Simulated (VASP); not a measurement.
Be2CdS2:

```
Be Cd S
1.0
     3.77266    0.00000    0.00000
    -1.88633    3.26722    0.00000
     0.00000    0.00000    8.13876
Be Cd S
2 1 2
Direct
  0.33333 0.66667 0.50000
  0.66667 0.33333 0.50000
  0.00000 0.00000 0.50000
  0.00000 0.00000 0.24585
  0.00000 0.00000 0.75415
```

```yaml
Program: VASP 6.6.1
Task: relaxation of cell and atoms
Functional: PBE
Potentials_or_basis: VASP PAW PBE potentials, release 64 (Be, Cd_sv_GW, S)
Cutoff: 600 eV
k_mesh: 6 × 6 × 2
Occupations: gaussian, width 0.1 eV
Spin: no spin polarisation
```

At the start: pressure 26.3 GPa; volume 20.06 Å³/atom.

Question: Where does the relaxation end?

Answer: Over 44 steps the energy falls by 906.0 meV/atom and the volume is 23.07 Å³/atom (+15.0 %); space group P6/mmm (No. 191, to 0.05 Å).

Step by step:
```tsv
step	energy change (eV)	largest force (eV/Å)	pressure (GPa)	volume (Å³)
1	0.0000	6.2820	26.29	100.32
3	-2.0718	0.8508	2.00	122.59
5	-2.0876	0.5991	3.40	119.66
7	-2.4522	0.1780	-0.81	132.29
9	-2.4586	0.2004	0.21	129.72
11	-2.4605	0.0743	-0.05	130.08
13	-2.4620	0.0318	0.32	127.31
15	-2.4625	0.0439	0.22	128.02
17	-2.4650	0.0546	0.24	127.32
19	-2.4743	0.1207	0.39	124.52
21	-2.4956	0.7943	2.13	113.29
23	-2.4963	0.8023	2.16	113.12
25	-2.4992	0.8472	2.33	112.39
27	-2.5056	1.1243	3.23	109.45
29	-3.0016	0.6368	14.15	97.60
31	-3.2592	3.6154	8.77	100.12
33	-3.2621	3.1482	9.46	99.68
35	-3.8935	2.0258	5.02	103.93
37	-4.4770	0.5209	-1.46	123.58
39	-4.5080	0.0743	-0.91	118.35
41	-4.5161	0.0049	-0.86	118.13
43	-4.5270	0.3398	-0.48	116.28
44	-4.5301	0.0019	0.13	115.33
```

Final structure:
```
Be Cd S
1.0
     4.14992    0.00000    0.00000
    -2.07496    3.59393    0.00000
     0.00000    0.00000    7.73260
Be Cd S
2 1 2
Direct
  0.33333 0.66667 0.50000
  0.66667 0.33333 0.50000
  0.00000 0.00000 0.50000
  0.00000 0.00000 0.12512
  0.00000 0.00000 0.87488
```

Caveat: the k points lie up to 0.41 Å⁻¹ apart in the final cell.
